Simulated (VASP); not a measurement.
KCl:

```
CELL_PARAMETERS angstrom
3.63400 0.00000 0.00000
0.00000 3.63400 0.00000
0.00000 0.00000 3.63400
ATOMIC_POSITIONS crystal
K 0.00000 0.00000 0.00000
Cl 0.50000 0.50000 0.50000
```

Base run:

```yaml
Program: VASP 6.6.1
Functional: PBE
Potentials_or_basis: VASP PAW PBE potentials, release 64 (K_sv, Cl)
Cutoff: 520 eV
k_mesh: 7 × 7 × 7
Occupations: fermi-dirac, width 0.01 eV
Spin: no spin polarisation
```

Its results: band gap on the k mesh 5.61 eV, indirect (least direct gap 5.81 eV); pressure 4.5 GPa.

The run is repeated on the same cell with these changes: functional from PBE to PBEsol; further incar settings from ALGO = Normal; EDIFF = 1e-06; NBANDS = 15 to ALGO = Normal; EDIFF = 1e-07; NBANDS = 15. What comes out?

Band gap on the k mesh 5.40 eV, indirect (least direct gap 5.60 eV); pressure 2.4 GPa.

Caveats: the PAW data sets were made with another functional, which shifts forces and pressure a little (some runs).

A k mesh can miss the band edges.
